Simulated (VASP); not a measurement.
# Si3C (P4/mmm) in VASP: notebook, part 2 of 2

VASP 6.6.1. Earlier steps stand in the parts before.

### 4 Single point, PBE

This run uses another cell than the first one, of 11.62 Å³/atom.

INCAR

```
PREC = Accurate
ENCUT = 520
EDIFF = 1E-7
ISMEAR = 0
SIGMA = 0.1
LREAL = F
LASPH = T
NELM = 100
ALGO = Normal
ISIF = 2
LWAVE = F
LCHARG = F
GGA = PE
NBANDS = 16
```

KPOINTS

```
regular mesh
0
Gamma
  16 16 8
```

POSCAR

```
Si3C
1.0
    2.7456504026      0.0000000000      0.0000000000
    0.0000000000      2.7456504026      0.0000000000
    0.0000000000      0.0000000000      6.1658944556
Si C
3 1
Direct
    0.5000000000      0.5000000000      0.1920243562
    0.0000000000      0.0000000000      0.5000000000
    0.5000000000      0.5000000000      0.8079756438
    0.0000000000      0.0000000000      0.0000000000
```

Potentials or basis: VASP PAW PBE potentials, release 64 (Si, C).

Launch:

```console
$ cat potpaw_PBE.64/Si/POTCAR potpaw_PBE.64/C/POTCAR > POTCAR
$ mpirun -np 1 vasp_std > vasp.out
```

OUTCAR:

```text
PREC = Accurate
   ENCUT = 520
   EDIFF = 1E-7
   ISMEAR = 0
   LREAL = F
   LASPH = T
   NELM = 100
   ISIF = 2
   GGA = PE

 ion  position               nearest neighbor table
   1  0.500  0.500  0.192-   4 2.27   4 2.27   4 2.27   4 2.27   3 2.37   2 2.72   2 2.72   2 2.72
                             2 2.72
   2  0.000  0.000  0.500-   1 2.72   3 2.72   1 2.72   3 2.72   1 2.72   3 2.72   1 2.72   3 2.72

   3  0.500  0.500  0.808-   4 2.27   4 2.27   4 2.27   4 2.27   1 2.37   2 2.72   2 2.72   2 2.72
                             2 2.72
   4  0.000  0.000  0.000-   1 2.27   3 2.27   1 2.27   3 2.27   1 2.27   3 2.27   1 2.27   3 2.27

  LATTYP: Found a simple tetragonal cell.
 ALAT       =     2.7456504026
 C/A-ratio  =     2.2456953914

  Lattice vectors:

 A1 = (   2.7456504026,   0.0000000000,   0.0000000000)
 A2 = (   0.0000000000,   2.7456504026,   0.0000000000)
 A3 = (   0.0000000000,   0.0000000000,   6.1658944556)

Analysis of symmetry for initial positions (statically):
=====================================================================
 Subroutine PRICEL returns:
 Original cell was already a primitive cell.

 Routine SETGRP: Setting up the symmetry group for a
 simple tetragonal supercell.

 Subroutine GETGRP returns: Found 16 space group operations
 (whereof 16 operations were pure point group operations)
 out of a pool of 16 trial point group operations.

The static configuration has the point symmetry D_4h.

Analysis of symmetry for dynamics (positions and initial velocities):
=====================================================================
 Subroutine PRICEL returns:
 Original cell was already a primitive cell.

 Routine SETGRP: Setting up the symmetry group for a
 simple tetragonal supercell.

 Subroutine GETGRP returns: Found 16 space group operations
 (whereof 16 operations were pure point group operations)
 out of a pool of 16 trial point group operations.

The dynamic configuration has the point symmetry D_4h.

 Subroutine INISYM returns: Found 16 space group operations
 (whereof 16 operations are pure point group operations),
 and found     1 'primitive' translations

----------------------------------------------------------------------------------------

                                     Primitive cell

  volume of cell :      46.4822

  direct lattice vectors                    reciprocal lattice vectors
     2.745650403  0.000000000  0.000000000     0.364212428  0.000000000  0.000000000
     0.000000000  2.745650403  0.000000000     0.000000000  0.364212428  0.000000000
     0.000000000  0.000000000  6.165894456     0.000000000  0.000000000  0.162182471

  length of vectors
     2.745650403  2.745650403  6.165894456     0.364212428  0.364212428  0.162182471

  position of ions in fractional coordinates (direct lattice)
     0.500000000  0.500000000  0.192024356
     0.000000000  0.000000000  0.500000000
     0.500000000  0.500000000  0.807975644
     0.000000000  0.000000000  0.000000000

  ion indices of the primitive-cell ions
   primitive index   ion index
                 1           1
                 2           2
                 3           3
                 4           4

[... 30 lines left out ...]
  0.125000  0.000000  0.000000      4.000000
  0.187500  0.000000  0.000000      4.000000
  0.250000  0.000000  0.000000      4.000000
  0.312500  0.000000  0.000000      4.000000
[... 16 lines left out ...]
  0.437500  0.125000  0.000000      8.000000
  0.500000  0.125000  0.000000      4.000000
 [... further k-points ...]
   k-points           NKPTS =    225   k-points in BZ     NKDIM =    225   number of bands    NBANDS=     16
   number of dos      NEDOS =    301   number of ions     NIONS =      4
   total plane-waves  NPLWV =  19200
   dimension x,y,z NGX =    20 NGY =   20 NGZ =   48
   dimension x,y,z NGXF=    40 NGYF=   40 NGZF=   96
   ions per type =               3   1
   NGX,Y,Z   is equivalent  to a cutoff of  12.11, 12.11, 12.94 a.u.
   NGXF,Y,Z  is equivalent  to a cutoff of  24.22, 24.22, 25.88 a.u.
 SYSTEM =  unknown system
   PREC   = accura    normal or accurate (medium, high low for compatibility)
   ISTART =      0    job   : 0-new  1-cont  2-samecut
   ICHARG =      2    charge: 1-file 2-atom 10-const
   ISPIN  =      1    spin polarized calculation?
   LNONCOLLINEAR =      F non collinear calculations
   LSORBIT =      F    spin-orbit coupling
   LASPH  =      T    aspherical Exc in radial PAW
   ENCUT  =  520.0 eV  38.22 Ry    6.18 a.u.   5.11  5.11 11.46*2*pi/ulx,y,z
   NELM   =    100;   NELMIN=  2; NELMDL= -5     # of ELM steps
   EDIFF  = 0.1E-06   stopping-criterion for ELM
   LREAL  =      F    real-space projection
   EDIFFG = 0.1E-05   stopping-criterion for IOM
   NSW    =      0    number of steps for IOM
   IBRION =     -1    ionic relax: 0-MD 1-quasi-New 2-CG
   NFREE  =      0    steps in history (QN), initial steepest desc. (CG)
   ISIF   =      2    stress and relaxation
   ISYM   =      2    0-nonsym 1-usesym 2-fastsym
   POTIM  = 0.5000    time-step for ionic-motion
   TEBEG  =    0.0;   TEEND  =   0.0 temperature during run
   PSTRESS=    0.0 pullay stress
   NELECT =      16.0000    total number of electrons
   NUPDOWN=      -1.0000    fix difference up-down
   EMIN   =  10.00;   EMAX   =-10.00  energy-range for DOS
   EFERMI =   0.00;   METHOD = LEGACY
   ISMEAR =     0;   SIGMA  =   0.10  broadening in eV -4-tet -1-fermi 0-gaus
   EFERMI_NEDOS =   21; number of points for ismear=-14 and -15
   IALGO  =     38    algorithm
   IMIX   =      4    mixing-type and parameters
     AMIX     =   0.40;   BMIX     =  1.00
     AMIX_MAG =   1.60;   BMIX_MAG =  1.00
  volume/ion in A,a.u.               =      11.62        78.42
  Fermi-wavevector in a.u.,A,eV,Ry     =   1.147324  2.168127 17.910052  1.316352
  Thomas-Fermi vector in A             =   2.284004
   LORBIT       =      0    0 simple, 1 ext, 2 COOP (PROOUT), +10 PAW based schemes
   GGA     = PE    functional components
   LHFCALC =     F    Hartree Fock is set to
   AEXX    =    0.0000 exact exchange contribution
   IVDW    =     0    specifies the selected vdW correction
   LEPSILON=     F    determine dielectric tensor
   LRPA    =     F    only Hartree local field effects (RPA)
 non-spin polarized calculation
 Gauss-broadening in eV      SIGMA  =   0.10
  energy-cutoff  :      520.00
  volume of cell :       46.48
 maximum number of plane-waves:      1272
   NGX = 11   NGY = 11   NGZ = 23

 number of electron      16.0000000 magnetization

 Free energy of the ion-electron system (eV)
  ---------------------------------------------------
  ext. energy  EPLUGINS =         0.00000000
  ---------------------------------------------------
  free energy    TOTEN  =       -21.04516828 eV

  energy without entropy =      -21.03785373  energy(sigma->0) =      -21.04151100

 E-fermi :  10.8555     XC(G=0): -11.7368

 val. band max:       10.8486895588   @ k =   0.5000   0.0625   0.1250
 cond. band min:      10.8593074064   @ k =   0.3750   0.0625   0.5000
 fundamental gap:      0.0106178476
 Fermi energy:        10.8554751289

 k-point     1 :       0.0000    0.0000    0.0000
  band No.  band energies     occupation
      1      -5.7101      2.00000
      2      -1.3860      2.00000
      3      -0.7798      2.00000
      4       8.3253      2.00000
      5       9.4934      2.00000
      6       9.4934      2.00000
[... 433 lines left out ...]
      3       3.1497      2.00000
      4       3.8337      2.00000
      5       3.8609      2.00000
      6       4.5162      2.00000
[... 8 lines left out ...]
     15      17.3416      0.00000
     16      17.8091      0.00000

 [... further k-points ...]

------------------------ aborting loop because EDIFF is reached ----------------------------------------

  FORCE on cell =-STRESS in cart. coord.  units (eV):
  Direction    XX          YY          ZZ          XY          YZ          ZX
  --------------------------------------------------------------------------------------
  -------------------------------------------------------------------------------------
  Total        0.0130241      0.0130241     -0.0120815      0.0000000      0.0000000      0.0000000
  in kB        0.4489219      0.4489219     -0.4164333      0.0000000      0.0000000      0.0000000
  external PRESSURE =       0.1604702 kB  Pullay stress =       0.0000000 kB

 VOLUME and BASIS-vectors are now :
 -----------------------------------------------------------------------------
  energy-cutoff  :      520.00
  volume of cell :       46.48
      direct lattice vectors                 reciprocal lattice vectors
     2.745650403  0.000000000  0.000000000     0.364212428  0.000000000  0.000000000
     0.000000000  2.745650403  0.000000000     0.000000000  0.364212428  0.000000000
     0.000000000  0.000000000  6.165894456     0.000000000  0.000000000  0.162182471

 POSITION                                       TOTAL-FORCE (eV/Angst)
 -----------------------------------------------------------------------------------
      1.37283      1.37283      1.18400         0.000000     -0.000000     -0.001574
      0.00000      0.00000      3.08295         0.000000     -0.000000      0.000000
      1.37283      1.37283      4.98189        -0.000000      0.000000      0.001574
      0.00000      0.00000      0.00000         0.000000     -0.000000      0.000000
 -----------------------------------------------------------------------------------
    total drift:                                0.000000      0.000000     -0.000000

  FREE ENERGIE OF THE ION-ELECTRON SYSTEM (eV)
  ---------------------------------------------------
  free  energy   TOTEN  =       -21.0451682822 eV

  energy  without entropy=      -21.0378537259  energy(sigma->0) =      -21.04151100
```

Run time: 3.2 min. Hardware: 1 thread of Intel Xeon 8259CL, shared host; peak memory 0.25 GiB.

What came out:

* Free energy: -21.0452 eV
* Pressure: 0.0 GPa
* Band gap on the k mesh: zero (bands 8 and 9 overlap by 6.02 eV)

### 5 Single point, PBE

This run uses another cell than the first one, of 11.63 Å³/atom.

Changes to INCAR since step 4:

```diff
@@ -7,3 +7,3 @@
 LASPH = T
-NELM = 100
+NELM = 80
 ALGO = Normal
```

KPOINTS

```
Automatic mesh
0
Gamma
  18 18 8
```

POSCAR

```
Si3C
1.0
    2.7505193567      0.0000000000      0.0000000000
    0.0000000000      2.7505193567      0.0000000000
    0.0000000000      0.0000000000      6.1513006032
Si C
3 1
Direct
    0.5000000000      0.5000000000      0.1912211403
    0.0000000000      0.0000000000      0.5000000000
    0.5000000000      0.5000000000      0.8087788597
    0.0000000000      0.0000000000      0.0000000000
```

Launch:

```console
$ cat potpaw_PBE.64/Si/POTCAR potpaw_PBE.64/C/POTCAR > POTCAR
$ mpirun -np 1 vasp_std > vasp.out
```

It took 3.6 min on 1 thread of Intel Xeon 8259CL, shared host; peak memory 0.28 GiB.

Results (log left out):

* Free energy: -21.0407 eV
* Pressure: 0.0 GPa
* Band gap on the k mesh: zero (bands 8 and 9 overlap by 6.06 eV)

Forces in eV/Å, atoms in the order of the input:
```
Si   0.000  0.000 -0.003
Si   0.000  0.000  0.000
Si   0.000  0.000  0.003
C    0.000  0.000  0.000
```

Stress tensor (GPa, compression positive):
```
 0.04  0.00  0.00
 0.00  0.04  0.00
 0.00  0.00 -0.06
```

Levels at points of the mesh, in eV from the Fermi level:
```tsv
k point	band 6	band 7	band 8	band 9	band 10	band 11
(0.00, 0.00, 0.00)	-1.38	-0.64	1.61	4.04	4.37	4.37
(0.50, 0.00, 0.00)	-6.59	0.62	0.72	3.39	3.57	3.92
(0.50, 0.50, 0.00)	-3.37	-3.34	-3.34	-2.31	-2.31	-2.01
(0.00, 0.00, 0.50)	-1.34	1.36	3.48	3.58	3.58	4.97
(0.50, 0.00, 0.50)	-3.25	-3.20	-1.55	0.63	5.80	6.28
(0.50, 0.50, 0.50)	-4.76	-4.76	-3.71	-0.57	1.12	1.24
```

### 6 Relaxation of cell and atoms, PBE

This run uses another cell than the first one, of 11.63 Å³/atom.

INCAR

```
PREC = Accurate
ENCUT = 600
EDIFF = 1E-7
ISMEAR = 0
SIGMA = 0.1
LREAL = F
LASPH = T
NELM = 60
ALGO = Normal
ISIF = 3
LWAVE = F
LCHARG = F
GGA = PE
IBRION = 2
NSW = 100
EDIFFG = -0.01
```

KPOINTS

```
Automatic mesh
0
Gamma
  16 16 8
```

POSCAR is that of step 5.

Potentials or basis: VASP PAW PBE potentials, release 64 (Si, C).

Launch:

```console
$ cat potpaw_PBE.64/Si/POTCAR potpaw_PBE.64/C/POTCAR > POTCAR
$ mpirun -np 1 vasp_std > vasp.out
```

It took 5.7 min on 1 thread of Intel Xeon 8259CL, shared host; peak memory 0.28 GiB.

The run converged. Its results:

```yaml
Free_energy: -21.0457 eV
Relaxed_volume: 11.62 Å³/atom
Relaxed_cell: a = 2.746 Å, b = 2.746 Å, c = 6.164 Å, α = 90.00°, β = 90.00°, γ = 90.00°
Space_group_after_relaxing_to_0.1_Å: P4/mmm (No. 123)
Energy_gained_by_relaxing: 0.3 meV/atom
Ionic_steps: 4
Pressure_after_relaxing: 0.0 GPa
```

The path:
| step | energy change (eV) | largest force (eV/Å) | pressure (GPa) | volume (Å³) |
| --- | --- | --- | --- | --- |
| 1 | 0.0000 | 0.1215 | 0.02 | 46.54 |
| 2 | -0.0010 | 0.0258 | -0.21 | 46.55 |
| 3 | -0.0010 | 0.0015 | -0.17 | 46.55 |
| 4 | -0.0010 | 0.0012 | 0.03 | 46.47 |

Final structure:
```
Si C
1.0
     2.74569    0.00000    0.00000
     0.00000    2.74569    0.00000
     0.00000    0.00000    6.16360
Si C
3 1
Direct
  0.50000 0.50000 0.19205
  0.00000 0.00000 0.50000
  0.50000 0.50000 0.80795
  0.00000 0.00000 0.00000
```

Levels at points of the mesh, in eV from the Fermi level:
```
           k point  band 4  band 5  band 6  band 7  band 8  band 9  band 10  band 11  band 12
(0.00, 0.00, 0.00)   -2.53   -1.37   -1.37   -0.71    1.67    4.05     4.38     4.38     5.83
(0.50, 0.00, 0.00)   -7.30   -7.28   -6.63    0.63    0.65    3.32     3.51     3.82     5.84
(0.50, 0.50, 0.00)   -6.27   -3.40   -3.40   -3.36   -3.33   -2.35    -2.35    -2.02    -1.65
(0.00, 0.00, 0.50)   -7.45   -1.33   -1.33    1.42    3.44    3.59     3.59     4.97     5.00
(0.50, 0.00, 0.50)   -8.92   -3.93   -3.29   -3.26   -1.62    0.64     5.85     6.34     6.60
(0.50, 0.50, 0.50)   -6.03   -4.79   -4.79   -4.78   -3.73   -0.59     1.11     1.19     1.19
```

Caveat: the highest band is partly filled, so the run has too few bands.

### 7 Overview

| task | cell | k mesh | cutoff (eV) | gap on the mesh (eV) | pressure (GPa) | relaxed volume (Å³/atom) | largest force (eV/Å) |
| --- | --- | --- | --- | --- | --- | --- | --- |
| relaxation of cell and atoms | relaxed from a = 2.743, b = 2.743, c = 7.760 Å, 4 atoms, atomic positions A | 6 × 6 × 2 | 600 | - | -0.2 | 11.69 | 0.03 |
| relaxation of cell and atoms | relaxed from a = 2.652, b = 2.652, c = 7.082 Å, 4 atoms, atomic positions B | 6 × 6 × 4 | 600 | - | 0.1 | 12.48 | 0.02 |
| single point | a = 2.746, b = 2.746, c = 6.166 Å, 4 atoms, atomic positions C | 16 × 16 × 8 | 520 | none | 0.0 | - | - |
| single point | a = 2.751, b = 2.751, c = 6.151 Å, 4 atoms, atomic positions D | 18 × 18 × 8 | 520 | none | 0.0 | - | - |
| relaxation of cell and atoms | relaxed from a = 2.751, b = 2.751, c = 6.151 Å, 4 atoms, atomic positions D | 16 × 16 × 8 | 600 | - | 0.0 | 11.62 | - |

Alike in all rows: level PBE; potentials or basis VASP PAW PBE potentials, release 64 (Si, C); no spin polarisation; smearing gaussian 0.1 eV.

Caveats: some runs use coarse meshes; the highest band is partly filled, so the run has too few bands (at least some runs); the volume moved by over 15 % at a fixed basis, so the end points are rough (at least some runs).

Absolute energies hang on the potentials; compare differences alone.

The gap in the log of VASP goes by the Fermi energy; the results here count the filled bands.